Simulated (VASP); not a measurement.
# Os (Fm-3m) in VASP: notebook

The runs below take Os through single point, relaxation of cell and atoms, with PBEsol.

Everything below comes from runs of VASP 6.6.1. Logs are shortened: lines on timing, memory, paths and dates and some standing lists are left out, and cuts for length are marked.

### 1 The cell of the first run

Symmetry: Fm-3m, No. 225, cubic system. Conventional cell: a = 3.821 Å, b = 3.821 Å, c = 3.821 Å, α = 90.00°, β = 90.00°, γ = 90.00°. Os (site symmetry m-3m) has 12 Os at 2.70 Å within 3.6 Å.

This isn't the form of Os at room conditions, which is hcp.

### 2 Single point, PBEsol

INCAR reads:

```
ALGO     = Normal         # electronic algorithm
EDIFF    = 1E-6           # SCF threshold, eV
ENCUT    = 600            # plane-wave cutoff, eV
GGA      = PS             # functional
GGA_COMPAT= F            
ISIF     = 2              # what is computed and relaxed
ISMEAR   = -1             # smearing method
LASPH    = T              # aspherical terms in the spheres
LCHARG   = F              # write CHGCAR
LREAL    = F              # projectors in reciprocal space
LWAVE    = F              # write WAVECAR
NBANDS   = 10             # bands
NELM     = 120            # most SCF steps
PREC     = Accurate       # precision mode
SIGMA    = 0.1            # smearing width, eV
```

KPOINTS reads:

```
k-points
0
Gamma
  19 19 19
```

POSCAR reads:

```
Os
1.0
    0.0000000000      1.9104074258      1.9104074258
    1.9104074258      0.0000000000      1.9104074258
    1.9104074258      1.9104074258      0.0000000000
Os
1
Direct
    0.0000000000      0.0000000000      0.0000000000
```

Potentials or basis: VASP PAW PBE potentials, release 64 (Os).

Launch:

```sh
> cat potpaw_PBE.64/Os/POTCAR > POTCAR
> mpirun -np 1 vasp_std > vasp.out
```

OUTCAR:

```text
EDIFF = 1E-6
   ENCUT = 600
   GGA = PS
   ISIF = 2
   ISMEAR = -1
   LASPH = T
   LREAL = F
   NELM = 120
   PREC = Accurate

 ion  position               nearest neighbor table
   1  0.000  0.000  0.000-

  LATTYP: Found a face centered cubic cell.
 ALAT       =     3.8208148516

  Lattice vectors:

 A1 = (   0.0000000000,   1.9104074258,   1.9104074258)
 A2 = (   1.9104074258,   0.0000000000,   1.9104074258)
 A3 = (   1.9104074258,   1.9104074258,   0.0000000000)

Analysis of symmetry for initial positions (statically):
=====================================================================
 Subroutine PRICEL returns:
 Original cell was already a primitive cell.

 Routine SETGRP: Setting up the symmetry group for a
 face centered cubic supercell.

 Subroutine GETGRP returns: Found 48 space group operations
 (whereof 48 operations were pure point group operations)
 out of a pool of 48 trial point group operations.

The static configuration has the point symmetry O_h .

Analysis of symmetry for dynamics (positions and initial velocities):
=====================================================================
 Subroutine PRICEL returns:
 Original cell was already a primitive cell.

 Routine SETGRP: Setting up the symmetry group for a
 face centered cubic supercell.

 Subroutine GETGRP returns: Found 48 space group operations
 (whereof 48 operations were pure point group operations)
 out of a pool of 48 trial point group operations.

The dynamic configuration has the point symmetry O_h .

 Subroutine INISYM returns: Found 48 space group operations
 (whereof 48 operations are pure point group operations),
 and found     1 'primitive' translations

----------------------------------------------------------------------------------------

                                     Primitive cell

  volume of cell :      13.9447

  direct lattice vectors                    reciprocal lattice vectors
     0.000000000  1.910407426  1.910407426    -0.261724276  0.261724276  0.261724276
     1.910407426  0.000000000  1.910407426     0.261724276 -0.261724276  0.261724276
     1.910407426  1.910407426  0.000000000     0.261724276  0.261724276 -0.261724276

  length of vectors
     2.701724091  2.701724091  2.701724091     0.453319743  0.453319743  0.453319743

  position of ions in fractional coordinates (direct lattice)
     0.000000000  0.000000000  0.000000000

  ion indices of the primitive-cell ions
   primitive index   ion index
                 1           1

----------------------------------------------------------------------------------------

 KPOINTS: k-points

Automatic generation of k-mesh.
 Grid dimensions read from file:
 generate k-points for:   19   19   19

 Generating k-lattice:

  Cartesian coordinates                     Fractional coordinates (reciprocal lattice)
    -0.013774962  0.013774962  0.013774962     0.052631579  0.000000000  0.000000000
     0.013774962 -0.013774962  0.013774962     0.000000000  0.052631579  0.000000000
     0.013774962  0.013774962 -0.013774962     0.000000000  0.000000000  0.052631579

  Length of vectors
     0.023858934  0.023858934  0.023858934

  Shift w.r.t. Gamma in fractional coordinates (k-lattice)
     0.000000000  0.000000000  0.000000000

 Subroutine IBZKPT returns following result:
 ===========================================

 Found    220 irreducible k-points:

 Following reciprocal coordinates:
            Coordinates               Weight
  0.000000  0.000000  0.000000      1.000000
  0.052632  0.000000  0.000000      8.000000
  0.105263  0.000000  0.000000      8.000000
  0.157895  0.000000  0.000000      8.000000
  0.210526  0.000000  0.000000      8.000000
  0.263158  0.000000  0.000000      8.000000
[... 16 lines left out ...]
 -0.315789  0.052632  0.000000     24.000000
 -0.263158  0.052632  0.000000     24.000000
 [... further k-points ...]
   k-points           NKPTS =    220   k-points in BZ     NKDIM =    220   number of bands    NBANDS=     10
   number of dos      NEDOS =    301   number of ions     NIONS =      1
   total plane-waves  NPLWV =  13824
   dimension x,y,z NGX =    24 NGY =   24 NGZ =   24
   dimension x,y,z NGXF=    48 NGYF=   48 NGZF=   48
   ions per type =               1
   NGX,Y,Z   is equivalent  to a cutoff of  14.77, 14.77, 14.77 a.u.
   NGXF,Y,Z  is equivalent  to a cutoff of  29.54, 29.54, 29.54 a.u.
 SYSTEM =  unknown system
   PREC   = accura    normal or accurate (medium, high low for compatibility)
   ISTART =      0    job   : 0-new  1-cont  2-samecut
   ICHARG =      2    charge: 1-file 2-atom 10-const
   ISPIN  =      1    spin polarized calculation?
   LNONCOLLINEAR =      F non collinear calculations
   LSORBIT =      F    spin-orbit coupling
   LASPH  =      T    aspherical Exc in radial PAW
   ENCUT  =  600.0 eV  44.10 Ry    6.64 a.u.   5.40  5.40  5.40*2*pi/ulx,y,z
   NELM   =    120;   NELMIN=  2; NELMDL= -5     # of ELM steps
   EDIFF  = 0.1E-05   stopping-criterion for ELM
   LREAL  =      F    real-space projection
   EDIFFG = 0.1E-04   stopping-criterion for IOM
   NSW    =      0    number of steps for IOM
   IBRION =     -1    ionic relax: 0-MD 1-quasi-New 2-CG
   NFREE  =      0    steps in history (QN), initial steepest desc. (CG)
   ISIF   =      2    stress and relaxation
   ISYM   =      2    0-nonsym 1-usesym 2-fastsym
   POTIM  = 0.5000    time-step for ionic-motion
   TEBEG  =    0.0;   TEEND  =   0.0 temperature during run
   PSTRESS=    0.0 pullay stress
   NELECT =       8.0000    total number of electrons
   NUPDOWN=      -1.0000    fix difference up-down
   EMIN   =  10.00;   EMAX   =-10.00  energy-range for DOS
   EFERMI =   0.00;   METHOD = LEGACY
   ISMEAR =    -1;   SIGMA  =   0.10  broadening in eV -4-tet -1-fermi 0-gaus
   EFERMI_NEDOS =   21; number of points for ismear=-14 and -15
   IALGO  =     38    algorithm
   IMIX   =      4    mixing-type and parameters
     AMIX     =   0.40;   BMIX     =  1.00
     AMIX_MAG =   1.60;   BMIX_MAG =  1.00
  volume/ion in A,a.u.               =      13.94        94.10
  Fermi-wavevector in a.u.,A,eV,Ry     =   1.360303  2.570599 25.176532  1.850423
  Thomas-Fermi vector in A             =   2.486976
   LORBIT       =      0    0 simple, 1 ext, 2 COOP (PROOUT), +10 PAW based schemes
   GGA     = PS    functional components
   LHFCALC =     F    Hartree Fock is set to
   AEXX    =    0.0000 exact exchange contribution
   IVDW    =     0    specifies the selected vdW correction
   LEPSILON=     F    determine dielectric tensor
   LRPA    =     F    only Hartree local field effects (RPA)
 non-spin polarized calculation
  energy-cutoff  :      600.00
  volume of cell :       13.94
 maximum number of plane-waves:       485
 NGX is ok and might be reduce to    24
   NGX = 11   NGY = 11   NGZ = 11

 number of electron       8.0000000 magnetization

 Free energy of the ion-electron system (eV)
  ---------------------------------------------------
  ext. energy  EPLUGINS =         0.00000000
  ---------------------------------------------------
  free energy    TOTEN  =       -12.11530275 eV

  energy without entropy =      -12.09231212  energy(sigma->0) =      -12.10380744

 E-fermi :   9.2615     XC(G=0): -14.1701

 val. band max:        9.2474331218   @ k =   0.0526   0.0000   0.0000
 cond. band min:       9.2749742015   @ k =   0.4737   0.4211   0.0526
 fundamental gap:      0.0275410798
 Fermi energy:         9.2615404669

 k-point     1 :       0.0000    0.0000    0.0000
  band No.  band energies     occupation
      1      -1.6712      2.00000
      2       6.2042      2.00000
      3       6.2042      2.00000
      4       6.2042      2.00000
      5       9.2925      0.84661
      6       9.2925      0.84661
      7      23.5000      0.00000
      8      29.3257      0.00000
      9      29.3257      0.00000
     10      29.3257      0.00000

 k-point     2 :       0.0526    0.0000    0.0000
  band No.  band energies     occupation
      1      -1.5402      2.00000
      2       6.1230      2.00000
      3       6.2646      2.00000
      4       6.2646      2.00000
      5       9.2474      1.07042
      6       9.2474      1.07042
      7      23.7465      0.00000
      8      28.6256      0.00000
      9      29.5589      0.00000
     10      29.5589      0.00000

 k-point     3 :       0.1053    0.0000    0.0000
  band No.  band energies     occupation
      1      -1.1600      2.00000
      2       5.9114      2.00000
      3       6.4254      2.00000
      4       6.4254      2.00000
      5       9.1440      1.52823
      6       9.1440      1.52823
      7      24.4287      0.00000
      8      27.2836      0.00000
      9      30.2402      0.00000
     10      30.2402      0.00000

 k-point     4 :       0.1579    0.0000    0.0000
  band No.  band energies     occupation
      1      -0.5741      2.00000
      2       5.6567      2.00000
      3       6.6159      2.00000
      4       6.6159      2.00000
      5       9.0788      1.72296
      6       9.0788      1.72296
      7      25.1759      0.00000
      8      26.1295      0.00000
      9      31.3193      0.00000
     10      31.3193      0.00000

 k-point     5 :       0.2105    0.0000    0.0000
  band No.  band energies     occupation
      1       0.1284      2.00000
      2       5.4912      2.00000
      3       6.7173      2.00000
      4       6.7173      2.00000
      5       9.1968      1.31281
      6       9.1968      1.31281
      7      24.3237      0.00000
      8      26.6377      0.00000
      9      32.7163      0.00000
     10      32.7163      0.00000

 k-point     6 :       0.2632    0.0000    0.0000
  band No.  band energies     occupation
      1       0.7933      2.00000
      2       5.5903      2.00000
      3       6.6559      2.00000
      4       6.6559      2.00000
      5       9.5826      0.07754
      6       9.5826      0.07754
      7      23.1108      0.00000
      8      26.8281      0.00000
      9      34.0366      0.00000
     10      34.2077      0.00000
[... 183 lines left out ...]
 k-point    21 :      -0.4211    0.0526    0.0000
  band No.  band energies     occupation
      1       1.5885      2.00000
      2       5.9996      2.00000
      3       6.1828      2.00000
      4       8.1285      1.99998
      5      11.2883      0.00000
      6      12.0536      0.00000
      7      18.9080      0.00000
      8      23.5548      0.00000
      9      29.5789      0.00000
     10      30.4790      0.00000

 k-point    22 :      -0.3684    0.0526    0.0000
  band No.  band energies     occupation
      1       1.5767      2.00000
      2       6.1526      2.00000
      3       6.3056      2.00000
      4       7.1840      2.00000
      5      10.6793      0.00000
      6      11.5875      0.00000
      7      20.2087      0.00000
      8      24.2831      0.00000
      9      30.3477      0.00000
     10      31.8813      0.00000

 k-point    23 :      -0.3158    0.0526    0.0000
  band No.  band energies     occupation
      1       1.4520      2.00000
      2       6.2096      2.00000
      3       6.3684      2.00000
      4       6.4899      2.00000
      5       9.9750      0.00159
      6      10.9608      0.00000
      7      21.5959      0.00000
      8      25.4733      0.00000
      9      31.5049      0.00000
     10      33.7777      0.00000

 k-point    24 :      -0.2632    0.0526    0.0000
  band No.  band energies     occupation
      1       1.0896      2.00000
      2       5.5753      2.00000
      3       6.5717      2.00000
      4       6.6892      2.00000
      5       9.3149      0.73918
      6      10.3112      0.00006
      7      22.8672      0.00000
      8      26.7074      0.00000
      9      32.5723      0.00000
     10      33.2410      0.00000

 [... further k-points ...]

------------------------ aborting loop because EDIFF is reached ----------------------------------------

  FORCE on cell =-STRESS in cart. coord.  units (eV):
  Direction    XX          YY          ZZ          XY          YZ          ZX
  --------------------------------------------------------------------------------------
  -------------------------------------------------------------------------------------
  Total        0.0594467      0.0594467      0.0594467      0.0000000      0.0000000      0.0000000
  in kB        6.8301514      6.8301514      6.8301514      0.0000000      0.0000000      0.0000000
  external PRESSURE =       6.8301514 kB  Pullay stress =       0.0000000 kB

 VOLUME and BASIS-vectors are now :
 -----------------------------------------------------------------------------
  energy-cutoff  :      600.00
  volume of cell :       13.94
      direct lattice vectors                 reciprocal lattice vectors
     0.000000000  1.910407426  1.910407426    -0.261724276  0.261724276  0.261724276
     1.910407426  0.000000000  1.910407426     0.261724276 -0.261724276  0.261724276
     1.910407426  1.910407426  0.000000000     0.261724276  0.261724276 -0.261724276

 POSITION                                       TOTAL-FORCE (eV/Angst)
 -----------------------------------------------------------------------------------
      0.00000      0.00000      0.00000        -0.000000      0.000000      0.000000
 -----------------------------------------------------------------------------------
    total drift:                               -0.000000     -0.000000     -0.000000

  FREE ENERGIE OF THE ION-ELECTRON SYSTEM (eV)
  ---------------------------------------------------
  free  energy   TOTEN  =       -12.1153027500 eV

  energy  without entropy=      -12.0923121248  energy(sigma->0) =      -12.10380744
```

Wall time 28 s (1 thread of AMD EPYC 7R13 (Zen 3), shared host); peak memory 0.14 GiB.

Results:

| Item | Value |
| --- | --- |
| Free energy | -12.1153 eV |
| Pressure | 0.7 GPa |
| Band gap on the k mesh | zero (bands 4 and 5 overlap by 3.85 eV) |

Caveat: the PAW data sets were made with another functional, which shifts forces and pressure a little; spin-orbit coupling is left out, which moves the levels of the heavy elements.

### 3 Relaxation of cell and atoms, PBEsol

INCAR reads:

```
PREC     = Accurate       # precision mode
ENCUT    = 600            # plane-wave cutoff, eV
EDIFF    = 1E-7           # SCF threshold, eV
ISMEAR   = -1             # smearing method
SIGMA    = 0.1            # smearing width, eV
LREAL    = False          # projectors in reciprocal space
LASPH    = True           # aspherical terms in the spheres
NELM     = 120            # most SCF steps
ALGO     = Normal         # electronic algorithm
ISIF     = 3              # what is computed and relaxed
LWAVE    = False          # write WAVECAR
LCHARG   = False          # write CHGCAR
GGA      = PS             # functional
IBRION   = 2              # ionic algorithm
NSW      = 60             # ionic steps
EDIFFG   = -0.03          # ionic threshold
GGA_COMPAT= False        
NELMIN   = 4
```

KPOINTS reads:

```
regular mesh
0
Gamma
  19 19 19
```

POSCAR reads:

```
Os
1.0
    0.0000000000      1.9100000000      1.9100000000
    1.9100000000      0.0000000000      1.9100000000
    1.9100000000      1.9100000000      0.0000000000
Os
1
Direct
    0.0000000000      0.0000000000      0.0000000000
```

Potentials or basis: VASP PAW PBE potentials, release 64 (Os).

Launch:

```sh
> cat potpaw_PBE.64/Os/POTCAR > POTCAR
> mpirun -np 1 vasp_std > vasp.out
```

Run time: 54 s. Hardware: 1 thread of AMD EPYC 7R13 (Zen 3), shared host; peak memory 0.14 GiB.

It converged, with:

```yaml
Free_energy: -12.1153 eV
Relaxed_volume: 13.97 Å³/atom
Relaxed_cell: a = 2.703 Å, b = 2.703 Å, c = 2.703 Å, α = 60.00°, β = 60.00°, γ = 60.00°
Space_group_after_relaxing_to_0.1_Å: Fm-3m (No. 225)
Energy_gained_by_relaxing: 0.1 meV/atom
Ionic_steps: 3
Pressure_after_relaxing: 0.0 GPa
Band_gap_on_the_k_mesh: zero (bands 4 and 5 overlap by 3.84 eV)
```

Final structure:
```
CELL_PARAMETERS angstrom
0.00000 1.91140 1.91140
1.91140 0.00000 1.91140
1.91140 1.91140 0.00000
ATOMIC_POSITIONS crystal
Os 0.00000 0.00000 0.00000
```

Levels at points of the mesh, in eV from the Fermi level:
| k point | band 2 | band 3 | band 4 | band 5 | band 6 | band 7 |
| --- | --- | --- | --- | --- | --- | --- |
| (0.00, 0.00, 0.00) | -3.05 | -3.05 | -3.05 | 0.03 | 0.03 | 14.24 |

Caveat: the PAW data sets were made with another functional, which shifts forces and pressure a little; spin-orbit coupling is left out, which moves the levels of the heavy elements.

### 4 Relaxation of cell and atoms, PBEsol, target pressure 20 GPa, at which the enthalpy is minimised

INCAR reads:

```
SYSTEM = Os
PREC     = Accurate       ! precision mode
ENCUT    = 600            ! plane-wave cutoff, eV
EDIFF    = 1E-7           ! SCF threshold, eV
ISMEAR   = -1             ! smearing method
SIGMA    = 0.1            ! smearing width, eV
LREAL    = .False.        ! projectors in reciprocal space
LASPH    = .True.         ! aspherical terms in the spheres
NELM     = 120            ! most SCF steps
ALGO     = Normal         ! electronic algorithm
ISIF     = 3              ! what is computed and relaxed
LWAVE    = .False.        ! write WAVECAR
LCHARG   = .False.        ! write CHGCAR
GGA      = PS             ! functional
IBRION   = 2              ! ionic algorithm
NSW      = 60             ! ionic steps
EDIFFG   = -0.03          ! ionic threshold
PSTRESS  = 200.0        
GGA_COMPAT= .False.      
NELMIN   = 4
```

KPOINTS reads:

```
Automatic mesh
0
Gamma
  19 19 19
  0 0 0
```

POSCAR is that of step 3.

Launch:

```sh
> cat potpaw_PBE.64/Os/POTCAR > POTCAR
> mpirun -np 1 vasp_std > vasp.out
```

Wall time 92 s (1 thread of AMD EPYC 7R13 (Zen 3), shared host); peak memory 0.15 GiB.

Results (log left out):

| Property | Result |
| --- | --- |
| Free energy | -12.0813 eV |
| Relaxed volume | 13.40 Å³/atom |
| Relaxed cell | a = 2.666 Å, b = 2.666 Å, c = 2.666 Å, α = 60.00°, β = 60.00°, γ = 60.00° |
| Space group after relaxing (to 0.1 Å) | Fm-3m (No. 225) |
| Energy change on relaxing (the run minimises the enthalpy) | +34.0 meV/atom |
| Ionic steps | 5 |
| Pressure after relaxing | 20.0 GPa |
| Band gap on the k mesh | zero (bands 4 and 5 overlap by 4.11 eV) |

Step by step:
```
step  energy change (eV)  largest force (eV/Å)  pressure (GPa)  volume (Å³)
   1              0.0000                0.0000            0.96        13.94
   2              1.5243                0.0000          199.48        10.86
   3              0.0276                0.0000           17.90        13.45
   4              0.0322                0.0000           19.44        13.41
   5              0.0340                0.0000           20.00        13.40
```

Final structure:
```
Os
1.0
     0.00000    1.88506    1.88506
     1.88506    0.00000    1.88506
     1.88506    1.88506    0.00000
Os
1
Direct
  0.00000 0.00000 0.00000
```

Levels at points of the mesh, in eV from the Fermi level:
| k point | band 1 | band 2 | band 3 | band 4 | band 5 | band 6 | band 7 | band 8 |
| --- | --- | --- | --- | --- | --- | --- | --- | --- |
| (0.00, 0.00, 0.00) | -11.30 | -3.25 | -3.25 | -3.25 | 0.04 | 0.04 | 14.20 | 20.27 |

Caveat: the cell is relaxed towards a set pressure, so the run minimises the enthalpy, not the energy; the PAW data sets were made with another functional, which shifts forces and pressure a little; spin-orbit coupling is left out, which moves the levels of the heavy elements.

### 5 The runs side by side

```csv
task,cell,gap on the mesh (eV),pressure (GPa)
single point,as given,none,0.7
relaxation of cell and atoms,relaxed,none,0.0
relaxation of cell and atoms,relaxed to 20 GPa,none,20.0
```

Alike in all rows: level PBEsol; potentials or basis VASP PAW PBE potentials, release 64 (Os); no spin polarisation; k mesh 19 × 19 × 19; cutoff (eV) 600; smearing fermi-dirac 0.1 eV.

Caveats: the PAW data sets were made with another functional, which shifts forces and pressure a little; spin-orbit coupling is left out, which moves the levels of the heavy elements; the cell is relaxed towards a set pressure, so the run minimises the enthalpy, not the energy (at least some runs).

Total energies depend on the potentials used, so only differences within one code and one set of settings carry meaning.

The gap in the log of VASP goes by the Fermi energy; the results here count the filled bands.